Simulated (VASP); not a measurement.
Wanted: the native input for a VASP 6.6.1 run.

| Quantity | Value |
| --- | --- |
| Task | single point |
| Functional | PBE |
| Potentials or basis | VASP PAW PBE potentials, release 64 (Gd, O) |
| Cutoff | 520 eV |
| k mesh | 9 × 9 × 9 |
| Occupations | fermi-dirac, width 0.05 eV |
| Spin | collinear spin, ferromagnetic start |
| Starting moments | [8.5, 0.0] μB |
| Dipole correction | no |
| Further INCAR settings | ALGO = Normal; EDIFF = 1e-07; NBANDS = 23 |

The structure of GdO lies in POSCAR:

```
GdO
1.0
    0.0000000000      2.7000000000      2.7000000000
    2.7000000000      0.0000000000      2.7000000000
    2.7000000000      2.7000000000      0.0000000000
Gd O
1 1
Direct
    0.0000000000      0.0000000000      0.0000000000
    0.7500000000      0.7500000000      0.7500000000
```

The input as run:

INCAR

```
SYSTEM = GdO
PREC     = Accurate       ! precision mode
ENCUT    = 520            ! plane-wave cutoff, eV
EDIFF    = 1E-7           ! SCF threshold, eV
ISMEAR   = -1             ! smearing method
SIGMA    = 0.05           ! smearing width, eV
LREAL    = .FALSE.        ! projectors in reciprocal space
LASPH    = .TRUE.         ! aspherical terms in the spheres
NELM     = 150            ! most SCF steps
ALGO     = Normal         ! electronic algorithm
ISIF     = 2              ! what is computed and relaxed
LWAVE    = .FALSE.        ! write WAVECAR
LCHARG   = .FALSE.        ! write CHGCAR
ISPIN    = 2              ! spin polarisation
MAGMOM   = 8.5 0          ! initial moments
LORBIT   = 11             ! projections on sites
LMAXMIX  = 6              ! l up to which the mixer works
GGA      = PE             ! functional
NBANDS   = 23             ! bands
```

KPOINTS

```
Automatic mesh
0
G
  9 9 9
  0 0 0
```

Potentials or basis: VASP PAW PBE potentials, release 64 (Gd, O).

Run with:

```console
$ cat potpaw_PBE.64/Gd/POTCAR potpaw_PBE.64/O/POTCAR > POTCAR
$ mpirun -np 1 vasp_std > vasp.out
```

It gave:

* Pressure: -0.6 GPa
* Net moment: 7.57 μB per cell
* Site moments: Gd +6.87; O -0.02 μB
* Valence electrons inside the program's atomic spheres: Gd 15.21; O 5.00

Caveat: a cell with one magnetic atom can't hold antiferromagnetic order, which such compounds often take.

Run time: 110 s on 1 thread of AMD EPYC 7R43 64-Core Processor (Zen 3) (shared host), peak memory 0.18 GiB.
